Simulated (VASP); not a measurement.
# Nb (Im-3m) in VASP: a series of runs

Nb is run at these levels: BLYP+D4, revPBE; tasks: single point, relaxation of cell and atoms.

Everything below comes from runs of VASP 6.6.1. Logs are shortened: lines on timing, memory, paths and dates and some standing lists are left out, and cuts for length are marked.

**1. The cell of the first run**

The structure is cubic, space group Im-3m (No. 229). Conventional cell: a = 3.319 Å, b = 3.319 Å, c = 3.319 Å, α = 90.00°, β = 90.00°, γ = 90.00°. Nb (site symmetry m-3m) has 14 Nb at 2.87 to 3.32 Å within 3.8 Å.

**2. Single point, BLYP+D4**

INCAR reads:

```
AGGAC = 1.0
AGGAX = 1.0
ALDAC = 0.0
ALDAX = 1.0
ALGO = Normal
EDIFF = 1E-6
ENCUT = 500
GGA = B5
GGA_COMPAT = False
ISIF = 2
ISMEAR = -1
IVDW = 13
LASPH = True
LCHARG = True
LELF = True
LREAL = False
LVHAR = True
LWAVE = False
NBANDS = 12
NELM = 120
PREC = Accurate
SIGMA = 0.05
VDW_A1 = 0.44488865
VDW_A2 = 4.0933009
VDW_S6 = 1.0
VDW_S8 = 2.34076671
```

KPOINTS reads:

```
k-points
0
Gamma
  11 11 11
```

POSCAR reads:

```
Nb
1.0
   -1.6595886215      1.6595886215      1.6595886215
    1.6595886215     -1.6595886215      1.6595886215
    1.6595886215      1.6595886215     -1.6595886215
Nb
1
Direct
    0.0000000000      0.0000000000      0.0000000000
```

Potentials or basis: VASP PAW PBE potentials, release 64 (Nb_sv).

On the command line:

```bash
$ cat potpaw_PBE.64/Nb_sv/POTCAR > POTCAR
$ mpirun -np 1 vasp_std > vasp.out
```

OUTCAR:

```text
EDIFF = 1E-6
   ENCUT = 500
   GGA = B5
   ISIF = 2
   ISMEAR = -1
   IVDW = 13
   LASPH = True
   LREAL = False
   NELM = 120
   PREC = Accurate

 ion  position               nearest neighbor table
   1  0.000  0.000  0.000-

  LATTYP: Found a body centered cubic cell.
 ALAT       =     3.3191772430

  Lattice vectors:

 A1 = (  -1.6595886215,   1.6595886215,   1.6595886215)
 A2 = (   1.6595886215,  -1.6595886215,   1.6595886215)
 A3 = (   1.6595886215,   1.6595886215,  -1.6595886215)

Analysis of symmetry for initial positions (statically):
=====================================================================
 Subroutine PRICEL returns:
 Original cell was already a primitive cell.

 Routine SETGRP: Setting up the symmetry group for a
 body centered cubic supercell.

 Subroutine GETGRP returns: Found 48 space group operations
 (whereof 48 operations were pure point group operations)
 out of a pool of 48 trial point group operations.

The static configuration has the point symmetry O_h .

Analysis of symmetry for dynamics (positions and initial velocities):
=====================================================================
 Subroutine PRICEL returns:
 Original cell was already a primitive cell.

 Routine SETGRP: Setting up the symmetry group for a
 body centered cubic supercell.

 Subroutine GETGRP returns: Found 48 space group operations
 (whereof 48 operations were pure point group operations)
 out of a pool of 48 trial point group operations.

The dynamic configuration has the point symmetry O_h .

 Subroutine INISYM returns: Found 48 space group operations
 (whereof 48 operations are pure point group operations),
 and found     1 'primitive' translations

----------------------------------------------------------------------------------------

                                     Primitive cell

  volume of cell :      18.2836

  direct lattice vectors                    reciprocal lattice vectors
    -1.659588621  1.659588621  1.659588621     0.000000000  0.301279482  0.301279482
     1.659588621 -1.659588621  1.659588621     0.301279482  0.000000000  0.301279482
     1.659588621  1.659588621 -1.659588621     0.301279482  0.301279482  0.000000000

  length of vectors
     2.874491812  2.874491812  2.874491812     0.426073529  0.426073529  0.426073529

  position of ions in fractional coordinates (direct lattice)
     0.000000000  0.000000000  0.000000000

  ion indices of the primitive-cell ions
   primitive index   ion index
                 1           1

[... 79 lines left out ...]
   POTIM  = 0.5000    time-step for ionic-motion
   TEBEG  =    0.0;   TEEND  =   0.0 temperature during run
   PSTRESS=    0.0 pullay stress
   NELECT =      13.0000    total number of electrons
   NUPDOWN=      -1.0000    fix difference up-down
   EMIN   =  10.00;   EMAX   =-10.00  energy-range for DOS
   EFERMI =   0.00;   METHOD = LEGACY
   ISMEAR =    -1;   SIGMA  =   0.05  broadening in eV -4-tet -1-fermi 0-gaus
   EFERMI_NEDOS =   21; number of points for ismear=-14 and -15
   IALGO  =     38    algorithm
   IMIX   =      4    mixing-type and parameters
     AMIX     =   0.40;   BMIX     =  1.00
     AMIX_MAG =   1.60;   BMIX_MAG =  1.00
  volume/ion in A,a.u.               =      18.28       123.38
  Fermi-wavevector in a.u.,A,eV,Ry     =   1.461175  2.761220 29.048871  2.135032
  Thomas-Fermi vector in A             =   2.577537
   LORBIT       =      0    0 simple, 1 ext, 2 COOP (PROOUT), +10 PAW based schemes
   GGA     = B5    functional components
   LHFCALC =     F    Hartree Fock is set to
   AEXX    =    0.0000 exact exchange contribution
   IVDW    =    13    specifies the selected vdW correction
   LEPSILON=     F    determine dielectric tensor
   LRPA    =     F    only Hartree local field effects (RPA)
 non-spin polarized calculation
  energy-cutoff  :      500.00
  volume of cell :       18.28
 maximum number of plane-waves:       474
 NGX is ok and might be reduce to    24
   NGX = 11   NGY = 11   NGZ = 11

 number of electron      12.9999999 magnetization

 Free energy of the ion-electron system (eV)
  ---------------------------------------------------
  ext. energy  EPLUGINS =         0.00000000
  ---------------------------------------------------
  free energy    TOTEN  =        -8.84487958 eV

  energy without entropy =       -8.82861999  energy(sigma->0) =       -8.83674979

 E-fermi :  11.4898     XC(G=0): -11.8078

 val. band max:       11.4768590728   @ k =   0.2727   0.0909   0.0909
 cond. band min:      11.4950313823   @ k =   0.2727   0.0000   0.0000
 fundamental gap:      0.0181723095
 Fermi energy:        11.4897645229

 k-point     1 :       0.0000    0.0000    0.0000
  band No.  band energies     occupation
      1     -42.7602      2.00000
      2     -18.2033      2.00000
      3     -18.2033      2.00000
      4     -18.2033      2.00000
      5       5.7947      2.00000
      6      11.8029      0.00381
      7      11.8029      0.00381
      8      11.8029      0.00381
      9      14.6775      0.00000
     10      14.6775      0.00000
     11      25.8547      0.00000
     12      25.8547      0.00000
[... 331 lines left out ...]
 k-point    24 :       0.3636    0.1818    0.0909
  band No.  band energies     occupation
      1     -42.5138      2.00000
      2     -19.2732      2.00000
      3     -18.7917      2.00000
      4     -18.4183      2.00000
      5       9.1917      2.00000
      6       9.9726      2.00000
      7      11.9037      0.00051
      8      15.0282      0.00000
      9      15.4188      0.00000
     10      20.4363      0.00000
     11      21.8126      0.00000
     12      24.2147      0.00000

 [... further k-points ...]

------------------------ aborting loop because EDIFF is reached ----------------------------------------

  DFT-D4 for vdW energy calculation

  Edisp (eV):   -0.61356

  FORCE on cell =-STRESS in cart. coord.  units (eV):
  Direction    XX          YY          ZZ          XY          YZ          ZX
  --------------------------------------------------------------------------------------
  -------------------------------------------------------------------------------------
  Total      -0.01811    -0.01811    -0.01811     0.00000    -0.00000     0.00000
  in kB      -1.58664    -1.58664    -1.58664     0.00000    -0.00000     0.00000
  external pressure =       -1.59 kB  Pullay stress =        0.00 kB

 VOLUME and BASIS-vectors are now :
 -----------------------------------------------------------------------------
  energy-cutoff  :      500.00
  volume of cell :       18.28
      direct lattice vectors                 reciprocal lattice vectors
    -1.659588621  1.659588621  1.659588621     0.000000000  0.301279482  0.301279482
     1.659588621 -1.659588621  1.659588621     0.301279482  0.000000000  0.301279482
     1.659588621  1.659588621 -1.659588621     0.301279482  0.301279482  0.000000000

 POSITION                                       TOTAL-FORCE (eV/Angst)
 -----------------------------------------------------------------------------------
      0.00000      0.00000      0.00000         0.000000      0.000000     -0.000000
 -----------------------------------------------------------------------------------
    total drift:                                0.000000      0.000000     -0.000000

  FREE ENERGIE OF THE ION-ELECTRON SYSTEM (eV)
  ---------------------------------------------------
  free  energy   TOTEN  =        -9.4584424022 eV

  energy  without entropy=       -9.4421828203  energy(sigma->0) =       -9.45031261
```

Wall time 14 s (1 thread of Intel Xeon 8259CL, shared host); peak memory 0.14 GiB.

Results:

| Item | Value |
| --- | --- |
| Free energy | -9.4584 eV |
| Pressure | -0.2 GPa |
| Band gap on the k mesh | zero (an odd number of electrons rules out a gap without spin polarisation) |
| Dispersion energy per atom | -0.614 eV |

Caveat: the PAW data sets were made with another functional, which shifts forces and pressure a little.

**3. Relaxation of cell and atoms, BLYP+D4**

This run uses another cell than the first one, of 18.43 Å³/atom.

INCAR reads:

```
PREC     = Accurate       # precision mode
ENCUT    = 500            # plane-wave cutoff, eV
EDIFF    = 1E-7           # SCF threshold, eV
ISMEAR   = -1             # smearing method
SIGMA    = 0.05           # smearing width, eV
LREAL    = F              # projectors in reciprocal space
LASPH    = T              # aspherical terms in the spheres
NELM     = 120            # most SCF steps
ALGO     = Normal         # electronic algorithm
ISIF     = 3              # what is computed and relaxed
LWAVE    = F              # write WAVECAR
LCHARG   = F              # write CHGCAR
GGA      = B5             # functional
ALDAX    = 1.0          
AGGAX    = 1.0          
AGGAC    = 1.0          
ALDAC    = 0.0          
IVDW     = 13             # dispersion correction
VDW_S6   = 1.0          
VDW_S8   = 2.34076671   
VDW_A1   = 0.44488865   
VDW_A2   = 4.0933009    
IBRION   = 2              # ionic algorithm
NSW      = 80             # ionic steps
EDIFFG   = -0.02          # ionic threshold
GGA_COMPAT= F            
NELMIN   = 4
```

KPOINTS reads:

```
Automatic mesh
0
Gamma
  11 11 11
```

POSCAR reads:

```
Nb
1.0
   -1.6639500000      1.6639500000      1.6639500000
    1.6639500000     -1.6639500000      1.6639500000
    1.6639500000      1.6639500000     -1.6639500000
Nb
1
Direct
    0.0000000000      0.0000000000      0.0000000000
```

Potentials or basis: VASP PAW PBE potentials, release 64 (Nb_sv).

On the command line:

```bash
$ cat potpaw_PBE.64/Nb_sv/POTCAR > POTCAR
$ mpirun -np 1 vasp_std > vasp.out
```

OUTCAR:

```text
PREC = Accurate
   ENCUT = 500
   EDIFF = 1E-7
   ISMEAR = -1
   LREAL = F
   LASPH = T
   NELM = 120
   ISIF = 3
   GGA = B5
   IVDW = 13
   IBRION = 2
   NSW = 80
   EDIFFG = -0.02
   NELMIN = 4

 ion  position               nearest neighbor table
   1  0.000  0.000  0.000-

  LATTYP: Found a body centered cubic cell.
 ALAT       =     3.3279000000

  Lattice vectors:

 A1 = (  -1.6639500000,   1.6639500000,   1.6639500000)
 A2 = (   1.6639500000,  -1.6639500000,   1.6639500000)
 A3 = (   1.6639500000,   1.6639500000,  -1.6639500000)

Analysis of symmetry for initial positions (statically):
=====================================================================
 Subroutine PRICEL returns:
 Original cell was already a primitive cell.

 Routine SETGRP: Setting up the symmetry group for a
 body centered cubic supercell.

 Subroutine GETGRP returns: Found 48 space group operations
[... 247 lines left out ...]
  ---------------------------------------------------
  free energy    TOTEN  =        -8.84451260 eV

  energy without entropy =       -8.82825395  energy(sigma->0) =       -8.83638328

 E-fermi :  11.5020     XC(G=0): -11.8122

 val. band max:       11.4902166566   @ k =   0.2727   0.0909   0.0909
 cond. band min:      11.5074970692   @ k =   0.2727   0.0000   0.0000
 fundamental gap:      0.0172804126
 Fermi energy:        11.5020116190

 k-point     1 :       0.0000    0.0000    0.0000
  band No.  band energies     occupation
      1     -42.7472      2.00000
      2     -18.1884      2.00000
      3     -18.1884      2.00000
      4     -18.1884      2.00000
      5       5.8053      2.00000
      6      11.8148      0.00383
      7      11.8148      0.00383
      8      11.8148      0.00383
      9      14.6923      0.00000
     10      14.6923      0.00000
[... 287 lines left out ...]
 k-point    24 :       0.3636    0.1818    0.0909
  band No.  band energies     occupation
      1     -42.4999      2.00000
      2     -19.2613      2.00000
      3     -18.7784      2.00000
      4     -18.4040      2.00000
      5       9.2017      2.00000
      6       9.9830      2.00000
      7      11.9175      0.00049
      8      15.0438      0.00000
      9      15.4348      0.00000
     10      20.4573      0.00000

 [... further k-points ...]

------------------------ aborting loop because EDIFF is reached ----------------------------------------

  DFT-D4 for vdW energy calculation

  Edisp (eV):   -0.61411
[... 24 lines left out ...]
  FREE ENERGIE OF THE ION-ELECTRON SYSTEM (eV)
  ---------------------------------------------------
  free  energy   TOTEN  =        -9.4586194295 eV

  energy  without entropy=       -9.4423607869  energy(sigma->0) =       -9.45049011

 reached required accuracy - stopping structural energy minimisation
```

OSZICAR:

```text
N       E                     dE             d eps       ncg     rms          rms(c)
DAV:   1     0.115741020331E+03    0.11574E+03   -0.72771E+03  1120   0.125E+03
DAV:   2    -0.397754067028E+01   -0.11972E+03   -0.11721E+03  1202   0.438E+02
DAV:   3    -0.893191855229E+01   -0.49544E+01   -0.46441E+01  1630   0.746E+01
[... 26 lines left out ...]
DAV:   5    -0.884451150713E+01   -0.65800E-03   -0.19526E-03  1800   0.310E-01    0.579E-02
DAV:   6    -0.884451243799E+01   -0.93086E-06   -0.41546E-05  1272   0.832E-02    0.203E-02
DAV:   7    -0.884451200419E+01    0.43380E-06   -0.88571E-06  1662   0.389E-02    0.223E-03
DAV:   8    -0.884451246716E+01   -0.46297E-06   -0.32184E-07  1332   0.423E-03    0.117E-03
DAV:   9    -0.884451261143E+01   -0.14426E-06   -0.29591E-08   614   0.242E-03    0.325E-04
DAV:  10    -0.884451259659E+01    0.14836E-07   -0.15253E-08   592   0.199E-03
   3 F= -.94586194E+01 E0= -.94504901E+01  d E =-.726671E-03
```

CONTCAR:

```text
Nb
   1.00000000000000
    -1.6591073366383675    1.6591073366383675    1.6591073366383675
     1.6591073366383675   -1.6591073366383675    1.6591073366383675
     1.6591073366383675    1.6591073366383675   -1.6591073366383675
  Nb
     1
Direct
     0.0000000000000000    0.0000000000000000    0.0000000000000000

  0.00000000E+00  0.00000000E+00  0.00000000E+00
```

Run time: 37 s. Hardware: 1 thread of Intel Xeon 8259CL, shared host; peak memory 0.15 GiB.

Results:

* Free energy: -9.4586 eV
* Relaxed volume: 18.27 Å³/atom
* Relaxed cell: a = 2.874 Å, b = 2.874 Å, c = 2.874 Å, α = 109.47°, β = 109.47°, γ = 109.47°
* Space group after relaxing (to 0.1 Å): Im-3m (No. 229)
* Energy gained by relaxing: 0.7 meV/atom
* Ionic steps: 3
* Pressure after relaxing: 0.0 GPa
* Band gap on the k mesh: zero (an odd number of electrons rules out a gap without spin polarisation)
* Dispersion energy per atom: -0.614 eV

The path:
| step | energy change (eV) | largest force (eV/Å) | pressure (GPa) | volume (Å³) |
| --- | --- | --- | --- | --- |
| 1 | 0.0000 | 0.0000 | -1.43 | 18.43 |
| 2 | 0.0014 | 0.0000 | 2.54 | 17.99 |
| 3 | -0.0007 | 0.0000 | -0.02 | 18.27 |

Final structure:
```cif
data_structure
_symmetry_space_group_name_H-M 'P 1'
_symmetry_Int_Tables_number 1
_cell_length_a 2.8737
_cell_length_b 2.8737
_cell_length_c 2.8737
_cell_angle_alpha 109.471
_cell_angle_beta 109.471
_cell_angle_gamma 109.471
_cell_volume 18.27
loop_
_atom_site_label
_atom_site_type_symbol
_atom_site_fract_x
_atom_site_fract_y
_atom_site_fract_z
_atom_site_occupancy
Nb1 Nb 0.00000 0.00000 0.00000 1
```

Caveat: the PAW data sets were made with another functional, which shifts forces and pressure a little.

**4. Relaxation of cell and atoms, revPBE**

This run uses another cell than the first one, of 18.43 Å³/atom.

INCAR reads:

```
SYSTEM = Nb
ALGO     = Normal         ! electronic algorithm
EDIFF    = 1E-7           ! SCF threshold, eV
EDIFFG   = -0.005         ! ionic threshold
ENCUT    = 500            ! plane-wave cutoff, eV
GGA      = RE             ! functional
GGA_COMPAT= .FALSE.      
IBRION   = 2              ! ionic algorithm
ISIF     = 3              ! what is computed and relaxed
ISMEAR   = -1             ! smearing method
LASPH    = .TRUE.         ! aspherical terms in the spheres
LCHARG   = .FALSE.        ! write CHGCAR
LREAL    = .FALSE.        ! projectors in reciprocal space
LWAVE    = .FALSE.        ! write WAVECAR
NELM     = 120            ! most SCF steps
NELMIN   = 4            
NSW      = 80             ! ionic steps
PREC     = Accurate       ! precision mode
SIGMA    = 0.05           ! smearing width, eV
```

KPOINTS reads:

```
k-points
0
G
  11 11 11
  0 0 0
```

POSCAR is that of step 3.

On the command line:

```bash
$ cat potpaw_PBE.64/Nb_sv/POTCAR > POTCAR
$ mpirun -np 1 vasp_std > vasp.out
```

Run time: 24 s. Hardware: 1 thread of Intel Xeon 8259CL, shared host; peak memory 0.15 GiB.

It converged, with:

```
Free energy                           : -9.8081 eV
Relaxed volume                        : 18.39 Å³/atom
Relaxed cell                          : a = 2.880 Å, b = 2.880 Å, c = 2.880 Å, α = 109.47°, β = 109.47°, γ = 109.47°
Space group after relaxing (to 0.1 Å) : Im-3m (No. 229)
Energy gained by relaxing             : 0.0 meV/atom
Ionic steps                           : 3
Pressure after relaxing               : 0.0 GPa
Band gap on the k mesh                : zero (an odd number of electrons rules out a gap without spin polarisation)
```

Final structure:
```
Nb
1.0
    -1.66279    1.66279    1.66279
     1.66279   -1.66279    1.66279
     1.66279    1.66279   -1.66279
Nb
1
Direct
  0.00000 0.00000 0.00000
```

Levels at points of the mesh, in eV from the Fermi level:
| k point | band 2 | band 3 | band 4 | band 5 | band 6 | band 7 | band 8 | band 9 | band 10 |
| --- | --- | --- | --- | --- | --- | --- | --- | --- | --- |
| (0.00, 0.00, 0.00) | -29.73 | -29.73 | -29.73 | -5.86 | 0.41 | 0.41 | 0.41 | 3.25 | 3.25 |

Caveat: the PAW data sets were made with another functional, which shifts forces and pressure a little.

**5. Summary**

```csv
task,level,cell,gap on the mesh (eV),pressure (GPa),relaxed volume (Å³/atom)
single point,BLYP+D4,"a = 2.874 Å, angles 109.5°, 1 atom",none,-0.2,-
relaxation of cell and atoms,BLYP+D4,"relaxed from a = 2.882 Å, angles 109.5°, 1 atom",none,0.0,18.27
relaxation of cell and atoms,revPBE,"relaxed from a = 2.882 Å, angles 109.5°, 1 atom",none,0.0,18.39
```

Alike in all rows: potentials or basis VASP PAW PBE potentials, release 64 (Nb_sv); no spin polarisation; k mesh 11 × 11 × 11; cutoff (eV) 500; smearing fermi-dirac 0.05 eV.

Caveats: the PAW data sets were made with another functional, which shifts forces and pressure a little.

Total energies depend on the potentials used, so only differences within one code and one set of settings carry meaning.

The gap in the log of VASP goes by the Fermi energy; the results here count the filled bands.